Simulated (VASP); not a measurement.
C: relaxation of cell and atoms with PBEsol

The system is C.

```
C
1.0
     0.00000    1.77692    1.77692
     1.77692    0.00000    1.77692
     1.77692    1.77692    0.00000
C
2
Cartesian
  1.7769 1.7769 1.7769
  2.6654 2.6654 2.6654
```

* Program: VASP 6.6.1
* Task: relaxation of cell and atoms
* Functional: PBEsol
* Potentials or basis: VASP PAW PBE potentials, release 64 (C)
* Cutoff: 600 eV
* k mesh: 12 × 12 × 12
* Occupations: gaussian, width 0.02 eV
* Spin: no spin polarisation
* Dipole correction: no
* Further INCAR settings: ALGO = Normal; EDIFF = 1e-06; IBRION = 2; EDIFFG = -0.01; NSW = 80; ISIF = 3

```json
{
 "Relaxed volume": "5.62 Å³/atom",
 "Relaxed cell": "a = 2.514 Å, b = 2.514 Å, c = 2.514 Å, α = 60.00°, β = 60.00°, γ = 60.00°",
 "Space group after relaxing (to 0.05 Å)": "Fd-3m (No. 227)",
 "Energy gained by relaxing": "0.0 meV/atom",
 "Ionic steps": "3",
 "Pressure after relaxing": "0.0 GPa",
 "Band gap on the k mesh": "4.06 eV, indirect (least direct gap 5.57 eV)"
}
```

Final structure:
```
CELL_PARAMETERS angstrom
0.00000 1.77748 1.77748
1.77748 0.00000 1.77748
1.77748 1.77748 0.00000
ATOMIC_POSITIONS crystal
C 0.50000 0.50000 0.50000
C 0.75000 0.75000 0.75000
```

Levels at points of the mesh, in eV from the valence-band top:
| k point | band 2 | band 3 | band 4 | band 5 | band 6 | band 7 |
| --- | --- | --- | --- | --- | --- | --- |
| (0.00, 0.00, 0.00) | 0.00 | 0.00 | 0.00 | 5.57 | 5.57 | 5.57 |
| (0.50, 0.00, 0.00) | -13.58 | -2.84 | -2.84 | 8.43 | 8.43 | 8.97 |
| (0.50, 0.50, 0.00) | -12.85 | -6.40 | -6.40 | 4.62 | 4.62 | 16.93 |

It took 4.7 s on 1 thread of Intel(R) Xeon(R) 6975P-C (Granite Rapids), on a shared host, peak memory 0.11 GiB.

Caveat: the PAW data sets were made with another functional, which shifts forces and pressure a little. A hybrid or GW would open this gap; PBEsol tends to underestimate it.
